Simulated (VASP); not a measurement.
# ZnAu (Amm2) in VASP: further runs

ZnAu is run at these levels: PBE; tasks: single point.

Program: VASP 6.6.1. These are calculated values, not measurements. Logs are shortened: lines on timing, memory, paths and dates and some standing lists are left out, and cuts for length are marked.

## (1) The cell of the first run

The structure is orthorhombic, space group Amm2 (No. 38). Conventional cell: a = 3.147 Å, b = 4.451 Å, c = 4.451 Å, α = 90.00°, β = 90.00°, γ = 90.00°. Within 3.4 Å of Zn (site symmetry mm2) lie 8 Au at 2.57 to 2.88 Å and 6 Zn at 3.15 Å. Within 3.4 Å of Au (site symmetry mm2) lie 8 Zn at 2.57 to 2.88 Å and 6 Au at 3.15 Å.

## (2) Single point, PBE (all Au atoms moved +0.188 Å, as atom 2 along Cartesian [1 -1 0])

INCAR

```
SYSTEM = ZnAu
PREC = Accurate
ENCUT = 520
EDIFF = 1E-7
ISMEAR = 0
SIGMA = 0.15
LREAL = .FALSE.
LASPH = .TRUE.
NELM = 100
ALGO = Fast
ISIF = 2
LWAVE = .FALSE.
LCHARG = .TRUE.
GGA = PE
LELF = .TRUE.
LVHAR = .TRUE.
NBANDS = 18
```

KPOINTS

```
Automatic mesh
0
G
  16 16 16
  0 0 0
```

POSCAR

```
ZnAu
1.0
    3.1470000000      0.0000000000      0.0000000000
    0.0000000000      3.1470000000      0.0000000000
    0.0000000000      0.0000000000      3.1470000000
Zn Au
1 1
Direct
    0.5000000000      0.5000000000      0.5000000000
    0.0421298130     -0.0421298130      0.0000000000
```

Potentials or basis: VASP PAW PBE potentials, release 64 (Zn, Au).

On the command line:

```bash
cat potpaw_PBE.64/Zn/POTCAR potpaw_PBE.64/Au/POTCAR > POTCAR
mpirun -np 1 vasp_std > vasp.out
```

OUTCAR:

```text
SYSTEM = ZnAu
   PREC = Accurate
   ENCUT = 520
   EDIFF = 1E-7
   ISMEAR = 0
   LREAL = .FALSE.
   LASPH = .TRUE.
   NELM = 100
   ISIF = 2
   GGA = PE

 ion  position               nearest neighbor table
   1  0.500  0.500  0.500-   2 2.57   2 2.57   2 2.73   2 2.73   2 2.73   2 2.73   2 2.88   2 2.88

   2  0.042  0.958  0.000-   1 2.57   1 2.57   1 2.73   1 2.73   1 2.73   1 2.73   1 2.88   1 2.88

  LATTYP: Found a simple cubic cell.
 ALAT       =     3.1470000000

  Lattice vectors:

 A1 = (   3.1470000000,   0.0000000000,   0.0000000000)
 A2 = (   0.0000000000,   3.1470000000,   0.0000000000)
 A3 = (   0.0000000000,   0.0000000000,   3.1470000000)

Analysis of symmetry for initial positions (statically):
=====================================================================
 Subroutine PRICEL returns:
 Original cell was already a primitive cell.

 Routine SETGRP: Setting up the symmetry group for a
 simple cubic supercell.

 Subroutine GETGRP returns: Found  4 space group operations
 (whereof  4 operations were pure point group operations)
 out of a pool of 48 trial point group operations.

The static configuration has the point symmetry C_2v.

Analysis of symmetry for dynamics (positions and initial velocities):
=====================================================================
 Subroutine PRICEL returns:
 Original cell was already a primitive cell.

 Routine SETGRP: Setting up the symmetry group for a
 simple cubic supercell.

 Subroutine GETGRP returns: Found  4 space group operations
 (whereof  4 operations were pure point group operations)
 out of a pool of 48 trial point group operations.

The dynamic configuration has the point symmetry C_2v.

 Subroutine INISYM returns: Found  4 space group operations
 (whereof  4 operations are pure point group operations),
 and found     1 'primitive' translations

----------------------------------------------------------------------------------------

                                     Primitive cell

  volume of cell :      31.1667

  direct lattice vectors                    reciprocal lattice vectors
     3.147000000  0.000000000  0.000000000     0.317762949  0.000000000  0.000000000
     0.000000000  3.147000000  0.000000000     0.000000000  0.317762949  0.000000000
     0.000000000  0.000000000  3.147000000     0.000000000  0.000000000  0.317762949

  length of vectors
     3.147000000  3.147000000  3.147000000     0.317762949  0.317762949  0.317762949

  position of ions in fractional coordinates (direct lattice)
     0.500000000  0.500000000  0.500000000
     0.042129813  0.957870187  0.000000000

  ion indices of the primitive-cell ions
   primitive index   ion index
                 1           1
                 2           2

----------------------------------------------------------------------------------------

 KPOINTS: Automatic mesh

Automatic generation of k-mesh.
 Grid dimensions read from file:
 generate k-points for:   16   16   16

 Generating k-lattice:

  Cartesian coordinates                     Fractional coordinates (reciprocal lattice)
     0.019860184  0.000000000  0.000000000     0.062500000  0.000000000  0.000000000
     0.000000000  0.019860184  0.000000000     0.000000000  0.062500000  0.000000000
     0.000000000  0.000000000  0.019860184     0.000000000  0.000000000  0.062500000

  Length of vectors
     0.019860184  0.019860184  0.019860184

  Shift w.r.t. Gamma in fractional coordinates (k-lattice)
     0.000000000  0.000000000  0.000000000

 Subroutine IBZKPT returns following result:
 ===========================================

 Found    657 irreducible k-points:

 Following reciprocal coordinates:
            Coordinates               Weight
  0.000000  0.000000  0.000000      1.000000
  0.062500  0.000000  0.000000      4.000000
  0.000000  0.000000  0.062500      2.000000
  0.125000  0.000000  0.000000      4.000000
  0.000000  0.000000  0.125000      2.000000
  0.187500  0.000000  0.000000      4.000000
[... 16 lines left out ...]
  0.062500  0.000000  0.125000      8.000000
 -0.062500  0.125000  0.000000      4.000000
 [... further k-points ...]
   k-points           NKPTS =    657   k-points in BZ     NKDIM =    657   number of bands    NBANDS=     18
   number of dos      NEDOS =    301   number of ions     NIONS =      2
   total plane-waves  NPLWV =  13824
   dimension x,y,z NGX =    24 NGY =   24 NGZ =   24
   dimension x,y,z NGXF=    48 NGYF=   48 NGZF=   48
   ions per type =               1   1
   NGX,Y,Z   is equivalent  to a cutoff of  12.68, 12.68, 12.68 a.u.
   NGXF,Y,Z  is equivalent  to a cutoff of  25.36, 25.36, 25.36 a.u.
 SYSTEM =  ZnAu
   PREC   = accura    normal or accurate (medium, high low for compatibility)
   ISTART =      0    job   : 0-new  1-cont  2-samecut
   ICHARG =      2    charge: 1-file 2-atom 10-const
   ISPIN  =      1    spin polarized calculation?
   LNONCOLLINEAR =      F non collinear calculations
   LSORBIT =      F    spin-orbit coupling
   LASPH  =      T    aspherical Exc in radial PAW
   ENCUT  =  520.0 eV  38.22 Ry    6.18 a.u.   5.85  5.85  5.85*2*pi/ulx,y,z
   NELM   =    100;   NELMIN=  2; NELMDL= -5     # of ELM steps
   EDIFF  = 0.1E-06   stopping-criterion for ELM
   LREAL  =      F    real-space projection
   EDIFFG = 0.1E-05   stopping-criterion for IOM
   NSW    =      0    number of steps for IOM
   IBRION =     -1    ionic relax: 0-MD 1-quasi-New 2-CG
   NFREE  =      0    steps in history (QN), initial steepest desc. (CG)
   ISIF   =      2    stress and relaxation
   ISYM   =      2    0-nonsym 1-usesym 2-fastsym
   POTIM  = 0.5000    time-step for ionic-motion
   TEBEG  =    0.0;   TEEND  =   0.0 temperature during run
   PSTRESS=    0.0 pullay stress
   NELECT =      23.0000    total number of electrons
   NUPDOWN=      -1.0000    fix difference up-down
   EMIN   =  10.00;   EMAX   =-10.00  energy-range for DOS
   EFERMI =   0.00;   METHOD = LEGACY
   ISMEAR =     0;   SIGMA  =   0.15  broadening in eV -4-tet -1-fermi 0-gaus
   EFERMI_NEDOS =   21; number of points for ismear=-14 and -15
   IALGO  =     68    algorithm
   IMIX   =      4    mixing-type and parameters
     AMIX     =   0.40;   BMIX     =  1.00
     AMIX_MAG =   1.60;   BMIX_MAG =  1.00
  volume/ion in A,a.u.               =      15.58       105.16
  Fermi-wavevector in a.u.,A,eV,Ry     =   1.479406  2.795672 29.778283  2.188642
  Thomas-Fermi vector in A             =   2.593568
   LORBIT       =      0    0 simple, 1 ext, 2 COOP (PROOUT), +10 PAW based schemes
   GGA     = PE    functional components
   LHFCALC =     F    Hartree Fock is set to
   AEXX    =    0.0000 exact exchange contribution
   IVDW    =     0    specifies the selected vdW correction
   LEPSILON=     F    determine dielectric tensor
   LRPA    =     F    only Hartree local field effects (RPA)
 non-spin polarized calculation
 RMM-DIIS sequential band-by-band and
 Gauss-broadening in eV      SIGMA  =   0.15
  energy-cutoff  :      520.00
  volume of cell :       31.17
 maximum number of plane-waves:       862
   NGX = 11   NGY = 11   NGZ = 11

 number of electron      22.9999999 magnetization

 Free energy of the ion-electron system (eV)
  ---------------------------------------------------
  ext. energy  EPLUGINS =         0.00000000
  ---------------------------------------------------
  free energy    TOTEN  =        -4.66481863 eV

  energy without entropy =       -4.65982183  energy(sigma->0) =       -4.66232023

 E-fermi :   7.1009     XC(G=0): -12.3688

 val. band max:        7.0984513222   @ k =   0.4375   0.4375   0.1875
 cond. band min:       7.1447177980   @ k =   0.1250   0.1250   0.3125
 fundamental gap:      0.0462664757
 Fermi energy:         7.1009155558

 k-point     1 :       0.0000    0.0000    0.0000
  band No.  band energies     occupation
      1      -3.5290      2.00000
      2      -1.0636      2.00000
      3      -1.0307      2.00000
      4      -0.3931      2.00000
      5      -0.3375      2.00000
      6      -0.3249      2.00000
[... 10 lines left out ...]
     17      19.2061      0.00000
     18      25.4587      0.00000

 k-point     2 :       0.0625    0.0000    0.0000
  band No.  band energies     occupation
      1      -3.4598      2.00000
      2      -1.0482      2.00000
      3      -1.0116      2.00000
      4      -0.3913      2.00000
      5      -0.3384      2.00000
      6      -0.3230      2.00000
[... 10 lines left out ...]
     17      19.4594      0.00000
     18      25.4417      0.00000

 k-point     3 :       0.0000    0.0000    0.0625
  band No.  band energies     occupation
      1      -3.4592      2.00000
      2      -1.0421      2.00000
      3      -1.0180      2.00000
      4      -0.3941      2.00000
      5      -0.3330      2.00000
      6      -0.3258      2.00000
[... 10 lines left out ...]
     17      19.5369      0.00000
     18      25.3644      0.00000

 k-point     4 :       0.1250    0.0000    0.0000
  band No.  band energies     occupation
      1      -3.2544      2.00000
      2      -1.0055      2.00000
      3      -0.9551      2.00000
      4      -0.3871      2.00000
      5      -0.3409      2.00000
      6      -0.3160      2.00000
[... 375 lines left out ...]
      4      -0.3935      2.00000
      5      -0.3489      2.00000
      6      -0.3037      2.00000
[... 10 lines left out ...]
     17      20.4554      0.00000
     18      24.6020      0.00000

 k-point    23 :       0.0625    0.0000    0.1250
  band No.  band energies     occupation
      1      -3.1848      2.00000
      2      -0.9691      2.00000
      3      -0.9602      2.00000
      4      -0.4000      2.00000
      5      -0.3432      2.00000
      6      -0.3041      2.00000
[... 10 lines left out ...]
     17      20.5487      0.00000
     18      24.6082      0.00000

 k-point    24 :      -0.0625    0.1250    0.0000
  band No.  band energies     occupation
      1      -3.1861      2.00000
      2      -0.9920      2.00000
      3      -0.9354      2.00000
      4      -0.3614      2.00000
      5      -0.3417      2.00000
      6      -0.3394      2.00000
[... 10 lines left out ...]
     17      20.4454      0.00000
     18      24.7329      0.00000

 [... further k-points ...]

------------------------ aborting loop because EDIFF is reached ----------------------------------------

  FORCE on cell =-STRESS in cart. coord.  units (eV):
  Direction    XX          YY          ZZ          XY          YZ          ZX
  --------------------------------------------------------------------------------------
  -------------------------------------------------------------------------------------
  Total        1.2656845      1.2656845      1.4458690     -0.3472403      0.0000000      0.0000000
  in kB       65.0647561     65.0647561     74.3274612    -17.8505053      0.0000000      0.0000000
  external PRESSURE =      68.1523244 kB  Pullay stress =       0.0000000 kB

 VOLUME and BASIS-vectors are now :
 -----------------------------------------------------------------------------
  energy-cutoff  :      520.00
  volume of cell :       31.17
      direct lattice vectors                 reciprocal lattice vectors
     3.147000000  0.000000000  0.000000000     0.317762949  0.000000000  0.000000000
     0.000000000  3.147000000  0.000000000     0.000000000  0.317762949  0.000000000
     0.000000000  0.000000000  3.147000000     0.000000000  0.000000000  0.317762949

 POSITION                                       TOTAL-FORCE (eV/Angst)
 -----------------------------------------------------------------------------------
      1.57350      1.57350      1.57350         0.557512     -0.557512      0.000000
      0.13258      3.01442      0.00000        -0.557512      0.557512      0.000000
 -----------------------------------------------------------------------------------
    total drift:                               -0.000277      0.000277     -0.000000

  FREE ENERGIE OF THE ION-ELECTRON SYSTEM (eV)
  ---------------------------------------------------
  free  energy   TOTEN  =        -4.6648186328 eV

  energy  without entropy=       -4.6598218256  energy(sigma->0) =       -4.66232023
```

Wall time 88 s (1 thread of Intel Xeon 6975P-C (Granite Rapids), shared host); peak memory 0.47 GiB.

Results:

```
Free energy            : -4.6648 eV
Pressure               : 6.8 GPa
Largest force          : 0.788 eV/Å
Band gap on the k mesh : zero (an odd number of electrons rules out a gap without spin polarisation)
```

Forces on the atoms (eV/Å):
```
Zn   0.558 -0.558  0.000
Au  -0.558  0.558  0.000
```

Levels at points of the mesh, in eV from the Fermi level:
```csv
k point,band 8,band 9,band 10,band 11,band 12,band 13,band 14,band 15,band 16,band 17
"(0.00, 0.00, 0.00)",-5.45,-3.79,-3.79,-3.76,5.01,5.09,5.11,8.78,12.01,12.11
"(0.50, 0.00, 0.00)",-5.46,-4.93,-4.86,-3.90,-2.39,9.98,10.71,10.74,11.24,11.68
"(0.00, 0.00, 0.50)",-5.54,-4.88,-4.84,-3.88,-2.42,9.88,10.46,10.90,11.12,11.76
"(0.50, 0.50, 0.00)",-4.11,-4.11,-3.19,-1.98,-1.96,0.83,2.49,10.48,12.68,12.76
"(0.00, 0.50, 0.50)",-4.16,-4.14,-3.20,-1.98,-1.94,0.83,2.49,10.54,12.76,12.77
"(0.50, 0.50, 0.50)",-6.44,-3.15,-3.14,1.44,3.53,3.54,3.62,3.76,5.90,6.14
```

Caveat: the cell differs from its parent crystal (all Au atoms moved +0.188 Å, as atom 2 along Cartesian [1 -1 0]); the cell stands under pressure; spin-orbit coupling is left out, which moves the levels of the heavy elements.

## (3) Single point, PBE (all Au atoms moved -0.300 Å, as atom 2 along Cartesian [1 -1 0])

INCAR

```
PREC     = Accurate       # precision mode
ENCUT    = 520            # plane-wave cutoff, eV
EDIFF    = 1E-6           # SCF threshold, eV
ISMEAR   = 0              # smearing method
SIGMA    = 0.15           # smearing width, eV
LREAL    = F              # projectors in reciprocal space
LASPH    = T              # aspherical terms in the spheres
NELM     = 100            # most SCF steps
ALGO     = Fast           # electronic algorithm
ISIF     = 2              # what is computed and relaxed
LWAVE    = F              # write WAVECAR
LCHARG   = F              # write CHGCAR
GGA      = PE             # functional
NBANDS   = 18             # bands
```

KPOINTS

```
regular mesh
0
Gamma
  16 16 16
```

Changes to POSCAR since step 2:

```diff
@@ -9,2 +9,2 @@
     0.5000000000      0.5000000000      0.5000000000
-    0.0421298130     -0.0421298130      0.0000000000
+   -0.0674077008      0.0674077008      0.0000000000
```

Potentials or basis: VASP PAW PBE potentials, release 64 (Zn, Au).

On the command line:

```bash
cat potpaw_PBE.64/Zn/POTCAR potpaw_PBE.64/Au/POTCAR > POTCAR
mpirun -np 1 vasp_std > vasp.out
```

OUTCAR:

```text
PREC = Accurate
   ENCUT = 520
   EDIFF = 1E-6
   ISMEAR = 0
   LREAL = F
   LASPH = T
   NELM = 100
   ISIF = 2
   GGA = PE

 ion  position               nearest neighbor table
   1  0.500  0.500  0.500-   2 2.49   2 2.49   2 2.74   2 2.74   2 2.74   2 2.74   2 2.98   2 2.98

   2  0.933  0.067  0.000-   1 2.49   1 2.49   1 2.74   1 2.74   1 2.74   1 2.74   1 2.98   1 2.98

  LATTYP: Found a simple cubic cell.
 ALAT       =     3.1470000000

  Lattice vectors:

[... 689 lines left out ...]

 [... further k-points ...]

------------------------ aborting loop because EDIFF is reached ----------------------------------------

  FORCE on cell =-STRESS in cart. coord.  units (eV):
  Direction    XX          YY          ZZ          XY          YZ          ZX
  --------------------------------------------------------------------------------------
  -------------------------------------------------------------------------------------
  Total        1.7600614      1.7600614      2.2872460     -0.8855619      0.0000000      0.0000000
  in kB       90.4790801     90.4790801    117.5799370    -45.5238788      0.0000000      0.0000000
  external PRESSURE =      99.5126991 kB  Pullay stress =       0.0000000 kB

 VOLUME and BASIS-vectors are now :
 -----------------------------------------------------------------------------
  energy-cutoff  :      520.00
  volume of cell :       31.17
      direct lattice vectors                 reciprocal lattice vectors
     3.147000000  0.000000000  0.000000000     0.317762949  0.000000000  0.000000000
     0.000000000  3.147000000  0.000000000     0.000000000  0.317762949  0.000000000
     0.000000000  0.000000000  3.147000000     0.000000000  0.000000000  0.317762949

 POSITION                                       TOTAL-FORCE (eV/Angst)
 -----------------------------------------------------------------------------------
      1.57350      1.57350      1.57350        -1.021943      1.021943      0.000000
      2.93487      0.21213      0.00000         1.021943     -1.021943      0.000000
 -----------------------------------------------------------------------------------
    total drift:                                0.000649     -0.000649     -0.000000

  FREE ENERGIE OF THE ION-ELECTRON SYSTEM (eV)
  ---------------------------------------------------
  free  energy   TOTEN  =        -4.5411698634 eV

  energy  without entropy=       -4.5361419198  energy(sigma->0) =       -4.53865589
```

OSZICAR:

```text
N       E                     dE             d eps       ncg     rms          rms(c)
DAV:   1     0.130303371917E+03    0.13030E+03   -0.11414E+04 24072   0.165E+03
DAV:   2     0.310101536812E+00   -0.12999E+03   -0.12404E+03 23954   0.313E+02
DAV:   3    -0.495760409810E+01   -0.52677E+01   -0.52300E+01 26084   0.684E+01
DAV:   4    -0.500338017135E+01   -0.45776E-01   -0.45760E-01 25664   0.565E+00
DAV:   5    -0.500389208541E+01   -0.51191E-03   -0.51191E-03 25174   0.642E-01    0.908E+00
RMM:   6    -0.457762629717E+01    0.42627E+00   -0.85607E-01 24417   0.805E+00    0.572E+00
RMM:   7    -0.454871725852E+01    0.28909E-01   -0.54165E-02 26685   0.200E+00    0.288E+00
RMM:   8    -0.454129416210E+01    0.74231E-02   -0.90221E-03 26427   0.926E-01    0.962E-02
RMM:   9    -0.454121757949E+01    0.76583E-04   -0.20933E-03 27645   0.376E-01    0.137E-01
RMM:  10    -0.454119691827E+01    0.20661E-04   -0.29970E-04 31096   0.146E-01    0.936E-02
RMM:  11    -0.454118646022E+01    0.10458E-04   -0.71052E-05 29871   0.656E-02    0.718E-02
RMM:  12    -0.454117324047E+01    0.13220E-04   -0.98475E-05 26930   0.999E-02    0.293E-02
RMM:  13    -0.454116988148E+01    0.33590E-05   -0.21147E-05 28330   0.575E-02    0.720E-03
RMM:  14    -0.454116986337E+01    0.18108E-07   -0.17922E-06 16410   0.110E-02
   1 F= -.45411699E+01 E0= -.45386559E+01  d E =-.502794E-02
```

It took 6.8 min on 1 thread of Oxide Virtual Turin-like, shared host; peak memory 0.43 GiB.

Results:

```yaml
Free_energy: -4.5412 eV
Pressure: 10.0 GPa
Largest_force: 1.445 eV/Å
Band_gap_on_the_k_mesh: zero (an odd number of electrons rules out a gap without spin polarisation)
```

Forces on the atoms (eV/Å):
```
Zn  -1.022  1.022  0.000
Au   1.022 -1.022  0.000
```

Levels at points of the mesh, in eV from the Fermi level:
| k point | band 10 | band 11 | band 12 | band 13 | band 14 | band 15 |
| --- | --- | --- | --- | --- | --- | --- |
| (0.00, 0.00, 0.00) | -3.85 | -3.78 | 5.02 | 5.22 | 5.29 | 8.67 |
| (0.50, 0.00, 0.00) | -4.78 | -3.88 | -2.39 | 9.52 | 10.46 | 10.62 |
| (0.00, 0.00, 0.50) | -4.74 | -3.86 | -2.47 | 9.41 | 10.02 | 10.65 |
| (0.50, 0.50, 0.00) | -3.23 | -1.99 | -1.93 | 0.80 | 2.48 | 10.60 |
| (0.00, 0.50, 0.50) | -3.24 | -1.99 | -1.90 | 0.82 | 2.49 | 10.72 |
| (0.50, 0.50, 0.50) | -3.18 | 1.47 | 3.28 | 3.29 | 3.62 | 3.76 |

Caveat: the cell differs from its parent crystal (all Au atoms moved -0.300 Å, as atom 2 along Cartesian [1 -1 0]); the cell stands under pressure; spin-orbit coupling is left out, which moves the levels of the heavy elements; forces of over 1 eV/Å act on the atoms, so gaps and moduli don't describe the material at rest.

The gap in the log of VASP goes by the Fermi energy; the results here count the filled bands.